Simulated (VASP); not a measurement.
# Li8Ru4N7 (a cell with a defect) in VASP: relaxation of the atoms with PBE

Aim: the relaxation of the atoms of Li8Ru4N7 (a cell with a defect) with PBE.

All numbers are computed with VASP 6.6.1; they aren't measurements. Logs are shortened: lines on timing, memory, paths and dates and some standing lists are left out, and cuts for length are marked.

## Step 1: The cell of the first run

The cell holds a defect, 19 atoms: a = 6.328 Å, b = 6.328 Å, c = 5.211 Å, α = 90.00°, β = 90.00°, γ = 120.00°.

## Step 2: Relaxation of the atoms, PBE

INCAR

```
  PREC = Accurate
  ENCUT = 650
  EDIFF = 1E-7
  ISMEAR = -1
  SIGMA = 0.15
  LREAL = False
  LASPH = True
  NELM = 120
  ALGO = Normal
  ISIF = 2
  LWAVE = False
  LCHARG = False
  GGA = PE
  IBRION = 2
  NSW = 45
  EDIFFG = -0.05
  GGA_COMPAT = False
  NELMIN = 4
```

KPOINTS

```
regular mesh
0
Gamma
  3 3 3
```

POSCAR

```
Li8Ru4N7
1.0
    6.3284654096      0.0000000000      0.0000000000
   -3.1642327048      5.4806118117      0.0000000000
    0.0000000000      0.0000000000      5.2114500000
Li Ru N
8 4 7
Direct
    0.3333333333      0.1666666667      0.3601799998
    0.1666666667      0.3333333333      0.6398200002
    0.3333333333      0.6666666667      0.3601799998
    0.1666666667      0.8333333333      0.6398200002
    0.8333333333      0.1666666667      0.3601799998
    0.6666666667      0.3333333333      0.6398200002
    0.8333333333      0.6666666667      0.3601799998
    0.6666666667      0.8333333333      0.6398200002
    0.0000000000      0.0000000000      0.0000000000
    0.0000000000      0.5000000000      0.0000000000
    0.5000000000      0.0000000000      0.0000000000
    0.5000000000      0.5000000000      0.0000000000
    0.1666666667      0.3333333333      0.2130110008
    0.3333333333      0.6666666667      0.7869890011
    0.1666666667      0.8333333333      0.2130110008
    0.8333333333      0.1666666667      0.7869890011
    0.6666666667      0.3333333333      0.2130110008
    0.8333333333      0.6666666667      0.7869890011
    0.6666666667      0.8333333333      0.2130110008
```

Potentials or basis: VASP PAW PBE potentials, release 64 (Li_sv, Ru_pv, N).

Started as:

```sh
$ cat potpaw_PBE.64/Li_sv/POTCAR potpaw_PBE.64/Ru_pv/POTCAR potpaw_PBE.64/N/POTCAR > POTCAR
$ mpirun -np 1 vasp_std > vasp.out
```

OUTCAR:

```text
PREC = Accurate
   ENCUT = 650
   EDIFF = 1E-7
   ISMEAR = -1
   LREAL = False
   LASPH = True
   NELM = 120
   ISIF = 2
   GGA = PE
   IBRION = 2
   NSW = 45
   EDIFFG = -0.05
   NELMIN = 4

 ion  position               nearest neighbor table
   1  0.333  0.167  0.360-  13 1.98  17 1.98  15 1.98   2 2.34   6 2.34   4 2.34   9 2.62  12 2.62
                            11 2.62
   2  0.167  0.333  0.640-  16 1.98  14 1.98   1 2.34   5 2.34   3 2.34  12 2.62   9 2.62  10 2.62

   3  0.333  0.667  0.360-  15 1.98  19 1.98  13 1.98   4 2.34   8 2.34   2 2.34  10 2.62  11 2.62
                            12 2.62
   4  0.167  0.833  0.640-  14 1.98  18 1.98   3 2.34   7 2.34   1 2.34  11 2.62  10 2.62   9 2.62
[... 5 lines left out ...]
   7  0.833  0.667  0.360-  19 1.98  15 1.98  17 1.98   8 2.34   4 2.34   6 2.34  12 2.62   9 2.62
                            10 2.62
   8  0.667  0.833  0.640-  18 1.98  14 1.98  16 1.98   7 2.34   3 2.34   5 2.34   9 2.62  12 2.62
                            11 2.62
   9  0.000  0.000  0.000-  18 2.14  16 2.14  19 2.14  13 2.14  15 2.14   8 2.62   1 2.62   2 2.62
                             7 2.62   5 2.62   4 2.62  11 3.16  11 3.16  10 3.16  10 3.16  12 3.16
  10  0.000  0.500  0.000-  14 2.14  16 2.14  18 2.14  17 2.14  15 2.14  13 2.14   3 2.62   6 2.62
                             5 2.62   4 2.62   2 2.62   7 2.62  12 3.16  12 3.16   9 3.16   9 3.16
  11  0.500  0.000  0.000-  16 2.14  14 2.14  15 2.14  17 2.14  19 2.14   5 2.62   4 2.62   6 2.62
                             3 2.62   8 2.62   1 2.62   9 3.16   9 3.16  10 3.16  12 3.16  12 3.16
  12  0.500  0.500  0.000-  18 2.14  14 2.14  13 2.14  19 2.14  17 2.14   7 2.62   2 2.62   8 2.62
                             1 2.62   6 2.62   3 2.62  10 3.16  10 3.16   9 3.16  11 3.16  11 3.16
  13  0.167  0.333  0.213-   1 1.98   5 1.98   3 1.98  12 2.14   9 2.14  10 2.14
  14  0.333  0.667  0.787-   4 1.98   8 1.98   2 1.98  10 2.14  11 2.14  12 2.14
  15  0.167  0.833  0.213-   3 1.98   7 1.98   1 1.98  11 2.14  10 2.14   9 2.14
  16  0.833  0.167  0.787-   6 1.98   2 1.98   8 1.98  11 2.14  10 2.14   9 2.14
  17  0.667  0.333  0.213-   5 1.98   1 1.98   7 1.98  10 2.14  11 2.14  12 2.14
  18  0.833  0.667  0.787-   8 1.98   4 1.98   6 1.98  12 2.14   9 2.14  10 2.14
  19  0.667  0.833  0.213-   7 1.98   3 1.98   5 1.98   9 2.14  12 2.14  11 2.14

  LATTYP: Found a hexagonal cell.
 ALAT       =     6.3284654096
 C/A-ratio  =     0.8234934795

  Lattice vectors:

 A1 = (   6.3284654096,   0.0000000000,   0.0000000000)
 A2 = (  -3.1642327048,   5.4806118117,   0.0000000000)
 A3 = (   0.0000000000,   0.0000000000,   5.2114500000)

Analysis of symmetry for initial positions (statically):
=====================================================================
 Subroutine PRICEL returns:
 Original cell was already a primitive cell.

 Routine SETGRP: Setting up the symmetry group for a
 hexagonal supercell.

 Subroutine GETGRP returns: Found  6 space group operations
 (whereof  2 operations were pure point group operations)
 out of a pool of 24 trial point group operations.

The static configuration has the point symmetry C_1h.
 The point group associated with its full space group is C_3v.

Analysis of symmetry for dynamics (positions and initial velocities):
=====================================================================
 Subroutine PRICEL returns:
 Original cell was already a primitive cell.

 Routine SETGRP: Setting up the symmetry group for a
 hexagonal supercell.

 Subroutine GETGRP returns: Found  6 space group operations
 (whereof  2 operations were pure point group operations)
 out of a pool of 24 trial point group operations.

The dynamic configuration has the point symmetry C_1h.
 The point group associated with its full space group is C_3v.

 Subroutine INISYM returns: Found  6 space group operations
 (whereof  2 operations are pure point group operations),
 and found     1 'primitive' translations

----------------------------------------------------------------------------------------

                                     Primitive cell

  volume of cell :     180.7532

  direct lattice vectors                    reciprocal lattice vectors
     6.328465410  0.000000000  0.000000000     0.158016191  0.091230691  0.000000000
    -3.164232705  5.480611812  0.000000000     0.000000000  0.182461381  0.000000000
     0.000000000  0.000000000  5.211450000     0.000000000  0.000000000  0.191885176

  length of vectors
     6.328465410  6.328465410  5.211450000     0.182461381  0.182461381  0.191885176

  position of ions in fractional coordinates (direct lattice)
     0.333333333  0.166666667  0.360180000
     0.166666667  0.333333333  0.639820000
     0.333333333  0.666666667  0.360180000
     0.166666667  0.833333333  0.639820000
     0.833333333  0.166666667  0.360180000
     0.666666667  0.333333333  0.639820000
[... 11 lines left out ...]
     0.833333333  0.666666667  0.786989001
     0.666666667  0.833333333  0.213011001

  ion indices of the primitive-cell ions
   primitive index   ion index
                 1           1
                 2           2
                 3           3
                 4           4
                 5           5
                 6           6
[... 11 lines left out ...]
                18          18
                19          19

----------------------------------------------------------------------------------------

 KPOINTS: regular mesh

Automatic generation of k-mesh.
 Grid dimensions read from file:
 generate k-points for:    3    3    3

 Generating k-lattice:

  Cartesian coordinates                     Fractional coordinates (reciprocal lattice)
     0.052672064  0.030410230  0.000000000     0.333333333  0.000000000  0.000000000
     0.000000000  0.060820460  0.000000000     0.000000000  0.333333333  0.000000000
     0.000000000  0.000000000  0.063961725     0.000000000  0.000000000  0.333333333

  Length of vectors
     0.060820460  0.060820460  0.063961725

  Shift w.r.t. Gamma in fractional coordinates (k-lattice)
     0.000000000  0.000000000  0.000000000

 Subroutine IBZKPT returns following result:
 ===========================================

 Found      7 irreducible k-points:

 Following reciprocal coordinates:
            Coordinates               Weight
  0.000000  0.000000  0.000000      1.000000
  0.333333  0.000000  0.000000      6.000000
  0.333333  0.333333  0.000000      2.000000
  0.000000  0.000000  0.333333      2.000000
  0.333333  0.000000  0.333333      6.000000
  0.000000  0.333333  0.333333      6.000000
  0.333333  0.333333  0.333333      4.000000
   k-points           NKPTS =      7   k-points in BZ     NKDIM =      7   number of bands    NBANDS=     69
   number of dos      NEDOS =    301   number of ions     NIONS =     19
   total plane-waves  NPLWV = 139968
   dimension x,y,z NGX =    54 NGY =   54 NGZ =   48
   dimension x,y,z NGXF=   108 NGYF=  108 NGZF=   96
   ions per type =               8   4   7
   NGX,Y,Z   is equivalent  to a cutoff of  14.19, 14.19, 15.31 a.u.
   NGXF,Y,Z  is equivalent  to a cutoff of  28.37, 28.37, 30.62 a.u.
 SYSTEM =  unknown system
   PREC   = accura    normal or accurate (medium, high low for compatibility)
   ISTART =      0    job   : 0-new  1-cont  2-samecut
   ICHARG =      2    charge: 1-file 2-atom 10-const
   ISPIN  =      1    spin polarized calculation?
   LNONCOLLINEAR =      F non collinear calculations
   LSORBIT =      F    spin-orbit coupling
   LASPH  =      T    aspherical Exc in radial PAW
   ENCUT  =  650.0 eV  47.77 Ry    6.91 a.u.  13.16 13.16 10.83*2*pi/ulx,y,z
   NELM   =    120;   NELMIN=  4; NELMDL= -5     # of ELM steps
   EDIFF  = 0.1E-06   stopping-criterion for ELM
   LREAL  =      F    real-space projection
   EDIFFG = -.5E-01   stopping-criterion for IOM
   NSW    =     45    number of steps for IOM
   IBRION =      2    ionic relax: 0-MD 1-quasi-New 2-CG
   NFREE  =      1    steps in history (QN), initial steepest desc. (CG)
   ISIF   =      2    stress and relaxation
   ISYM   =      2    0-nonsym 1-usesym 2-fastsym
   POTIM  = 0.5000    time-step for ionic-motion
   TEBEG  =    0.0;   TEEND  =   0.0 temperature during run
   PSTRESS=    0.0 pullay stress
   NELECT =     115.0000    total number of electrons
   NUPDOWN=      -1.0000    fix difference up-down
   EMIN   =  10.00;   EMAX   =-10.00  energy-range for DOS
   EFERMI =   0.00;   METHOD = LEGACY
   ISMEAR =    -1;   SIGMA  =   0.15  broadening in eV -4-tet -1-fermi 0-gaus
   EFERMI_NEDOS =   21; number of points for ismear=-14 and -15
   IALGO  =     38    algorithm
   IMIX   =      4    mixing-type and parameters
     AMIX     =   0.40;   BMIX     =  1.00
     AMIX_MAG =   1.60;   BMIX_MAG =  1.00
  volume/ion in A,a.u.               =       9.51        64.20
  Fermi-wavevector in a.u.,A,eV,Ry     =   1.408031  2.660792 26.974234  1.982550
  Thomas-Fermi vector in A             =   2.530230
   LORBIT       =      0    0 simple, 1 ext, 2 COOP (PROOUT), +10 PAW based schemes
   GGA     = PE    functional components
   LHFCALC =     F    Hartree Fock is set to
   AEXX    =    0.0000 exact exchange contribution
   IVDW    =     0    specifies the selected vdW correction
   LEPSILON=     F    determine dielectric tensor
   LRPA    =     F    only Hartree local field effects (RPA)
 conjugate gradient relaxation of ions
 non-spin polarized calculation
  energy-cutoff  :      650.00
  volume of cell :      180.75
 maximum number of plane-waves:      6816
 NGX is ok and might be reduce to    54
   NGX = 27   NGY = 27   NGZ = 21

--------------------------------------- Ionic step        1  -------------------------------------------

 number of electron     114.9999969 magnetization

 Free energy of the ion-electron system (eV)
  ---------------------------------------------------
  ext. energy  EPLUGINS =         0.00000000
  ---------------------------------------------------
  free energy    TOTEN  =      -112.47900859 eV

  energy without entropy =     -111.54740155  energy(sigma->0) =     -112.01320507

------------------------ aborting loop because EDIFF is reached ----------------------------------------

  FORCE on cell =-STRESS in cart. coord.  units (eV):
  Direction    XX          YY          ZZ          XY          YZ          ZX
  --------------------------------------------------------------------------------------
  -------------------------------------------------------------------------------------
  Total       -6.0646704     -6.0646704     -1.3152078      0.0000000     -0.0000000      0.0000000
  in kB      -53.7565955    -53.7565955    -11.6578626      0.0000000     -0.0000000      0.0000000
  external PRESSURE =     -39.7236845 kB  Pullay stress =       0.0000000 kB
[... 140 lines left out ...]
  FREE ENERGIE OF THE ION-ELECTRON SYSTEM (eV)
  ---------------------------------------------------
  free  energy   TOTEN  =      -112.6740144564 eV

  energy  without entropy=     -111.7862238661  energy(sigma->0) =     -112.23011916

[... ionic steps 4 to 11 ...]

--------------------------------------- Ionic step       12  -------------------------------------------

 number of electron     114.9999999 magnetization

------------------------ aborting loop because EDIFF is reached ----------------------------------------
[... 101 lines left out ...]
--------------------------------------- Ionic step       14  -------------------------------------------

 number of electron     114.9999999 magnetization

 Free energy of the ion-electron system (eV)
  ---------------------------------------------------
  ext. energy  EPLUGINS =         0.00000000
  ---------------------------------------------------
  free energy    TOTEN  =      -112.91361171 eV

  energy without entropy =     -112.22458712  energy(sigma->0) =     -112.56909941

 E-fermi :   6.9206     XC(G=0): -11.3132

 val. band max:        6.8954340070   @ k =   0.0000   0.0000   0.0000
 cond. band min:       7.0197907585   @ k =   0.3333   0.0000   0.0000
 fundamental gap:      0.1243567515
 Fermi energy:         6.9205505357

 k-point     1 :       0.0000    0.0000    0.0000
  band No.  band energies     occupation
      1     -38.7342      2.00000
      2     -38.7154      2.00000
      3     -38.7154      2.00000
      4     -38.4917      2.00000
      5     -38.4843      2.00000
      6     -38.4843      2.00000
[... 539 lines left out ...]
  FREE ENERGIE OF THE ION-ELECTRON SYSTEM (eV)
  ---------------------------------------------------
  free  energy   TOTEN  =      -112.9136117062 eV

  energy  without entropy=     -112.2245871203  energy(sigma->0) =     -112.56909941

 reached required accuracy - stopping structural energy minimisation
```

It took 20 min on 1 thread of Intel Xeon 6975P-C (Granite Rapids), shared host; peak memory 0.44 GiB.

Results:

| Quantity | Value |
| --- | --- |
| Free energy | -112.9136 eV |
| Energy gained by relaxing | 22.9 meV/atom |
| Ionic steps | 14 |
| Pressure after relaxing | -1.1 GPa |
| Largest force after relaxing | 0.043 eV/Å |
| Band gap on the k mesh | zero (an odd number of electrons rules out a gap without spin polarisation) |

Forces in eV/Å, atoms in the order of the input:
```
Li   0.000  0.000  0.004
Li   0.017 -0.010  0.011
Li  -0.001  0.000  0.023
Li   0.000  0.020  0.011
Li   0.000  0.001  0.023
Li  -0.017 -0.010  0.011
Li   0.001  0.000  0.023
Li   0.000  0.000  0.024
Ru   0.005  0.003 -0.039
Ru   0.000  0.000 -0.033
Ru  -0.005  0.003 -0.039
Ru   0.000 -0.006 -0.039
N    0.019 -0.011 -0.037
N    0.007  0.004  0.035
N    0.000  0.022 -0.037
N    0.000 -0.008  0.035
N   -0.019 -0.011 -0.037
N   -0.007  0.004  0.035
N    0.000  0.000  0.024
```

The path:
| step | energy change (eV) | largest force (eV/Å) | pressure (GPa) |
| --- | --- | --- | --- |
| 1 | 0.0000 | 0.7724 | -3.97 |
| 2 | -0.1465 | 0.4359 | -3.36 |
| 3 | -0.1950 | 0.6271 | -2.38 |
| 4 | -0.2675 | 0.4216 | -1.44 |
| 5 | -0.2815 | 0.5564 | -0.82 |
| 6 | -0.3287 | 0.4550 | -1.10 |
| 7 | -0.3566 | 0.3548 | -1.51 |
| 8 | -0.3863 | 0.3042 | -1.79 |
| 9 | -0.3908 | 0.3453 | -1.92 |
| 10 | -0.4171 | 0.1511 | -1.43 |
| 11 | -0.4216 | 0.1733 | -1.10 |
| 12 | -0.4327 | 0.0667 | -1.15 |
| 13 | -0.4327 | 0.0641 | -1.16 |
| 14 | -0.4346 | 0.0428 | -1.10 |

Final structure:
```yaml
crystal:
  lattice:
    - [6.32847, 0.00000, 0.00000]
    - [-3.16423, 5.48061, 0.00000]
    - [0.00000, 0.00000, 5.21145]
  atoms:
    - { symbol: Li, position: [0.33333, 0.16667, 0.31940] }
    - { symbol: Li, position: [0.16903, 0.33097, 0.64972] }
    - { symbol: Li, position: [0.31393, 0.65697, 0.36709] }
    - { symbol: Li, position: [0.16903, 0.83806, 0.64972] }
    - { symbol: Li, position: [0.84303, 0.18607, 0.36709] }
    - { symbol: Li, position: [0.66194, 0.33097, 0.64972] }
    - { symbol: Li, position: [0.84303, 0.65697, 0.36709] }
    - { symbol: Li, position: [0.66667, 0.83333, 0.63567] }
    - { symbol: Ru, position: [0.97436, 0.98718, 0.01884] }
    - { symbol: Ru, position: [0.00000, 0.50000, 0.98319] }
    - { symbol: Ru, position: [0.51282, 0.98718, 0.01884] }
    - { symbol: Ru, position: [0.51282, 0.52564, 0.01884] }
    - { symbol: N, position: [0.16921, 0.33079, 0.19602] }
    - { symbol: N, position: [0.32908, 0.66454, 0.77796] }
    - { symbol: N, position: [0.16921, 0.83842, 0.19602] }
    - { symbol: N, position: [0.83546, 0.17092, 0.77796] }
    - { symbol: N, position: [0.66158, 0.33079, 0.19602] }
    - { symbol: N, position: [0.83546, 0.66454, 0.77796] }
    - { symbol: N, position: [0.66667, 0.83333, 0.24588] }
```

Levels at points of the mesh, in eV from the Fermi level:
```
           k point  band 54  band 55  band 56  band 57  band 58  band 59  band 60  band 61  band 62  band 63
(0.00, 0.00, 0.00)    -0.57    -0.57    -0.52    -0.33    -0.24    -0.03     0.26     0.26     1.43     1.43
```

Caveat: the k points lie up to 0.40 Å⁻¹ apart, too coarse for converged energies and pressures of a metal; the relaxation stopped at a loose force limit of 0.05 eV/Å, so its end isn't a converged minimum.
